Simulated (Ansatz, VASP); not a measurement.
# SiO2: VASP beside Ansatz

File INCAR:

```
  PREC = Accurate
  ENCUT = 520
  EDIFF = 1E-6
  ISMEAR = 0
  SIGMA = 0.05
  LREAL = F
  LASPH = T
  NELM = 100
  ALGO = Normal
  ISIF = 2
  LWAVE = F
  LCHARG = F
  GGA = PE
  NBANDS = 25
```

File KPOINTS:

```
regular mesh
0
Gamma
  6 6 8
```

POSCAR

```
SiO2
1.0
    4.2676000000      0.0000000000      0.0000000000
    0.0000000000      4.2676000000      0.0000000000
    0.0000000000      0.0000000000      2.3670000000
Si O
2 4
Direct
    0.5000000000      0.5000000000      0.5000000000
    0.0000000000      0.0000000000      0.0000000000
    0.6930127928      0.6930127928      0.0000000000
    0.1930127928      0.8069872072      0.5000000000
    0.3069872072      0.3069872072      0.0000000000
    0.8069872072      0.1930127928      0.5000000000
```

Input for Ansatz:

```yaml
crystal:
  lattice:
    - [4.2676, 0.0, 0.0]
    - [0.0, 4.2676, 0.0]
    - [0.0, 0.0, 2.367]
  atoms:
    - { symbol: Si, position: [0.5, 0.5, 0.5] }
    - { symbol: Si, position: [0.0, 0.0, 0.0] }
    - { symbol: O, position: [0.6930127928, 0.6930127928, 0.0] }
    - { symbol: O, position: [0.1930127928, 0.8069872072, 0.5] }
    - { symbol: O, position: [0.3069872072, 0.3069872072, 0.0] }
    - { symbol: O, position: [0.8069872072, 0.1930127928, 0.5] }
basis:
  ecutwfc: 520.0
kpoints:
  mp_grid: { grid: [6, 6, 8] }
hamiltonian:
  xc: pbe
  pseudopotentials: { kind: paw, azcp: { folder: soft_1 } }
scf:
  occupations: { method: gaussian, width: 0.05 }
output:
  forces: true
  stress: true
  eigenvalues: true
```

Alike in both runs: task single point; functional PBE; k mesh 6 × 6 × 8; occupations gaussian, width 0.05 eV; no spin polarisation.

|  | VASP | Ansatz |
| --- | --- | --- |
| version | VASP 6.6.1 | Ansatz 0.2.0 |
| potentials or method | VASP PAW PBE potentials, release 64 (Si, O), cutoff 520 eV | scalar-relativistic, plane waves, PAW |
| valence electrons in the cell | 32 | 32 |

VASP gave:

| Item | Value |
| --- | --- |
| gap on the k mesh at the Fermi level (eV) | 7.14 |
| least direct gap on the mesh (eV) | 7.14 |
| rms of the force components (eV/Å) | 0.254 |

Task: Estimate Ansatz's values.

Result: gap on the k mesh at the Fermi level (eV): 7.17; least direct gap on the mesh (eV): 7.17; rms of the force components (eV/Å): 0.218.

Atom by atom the forces differ by 0.036 eV/Å (rms over components).
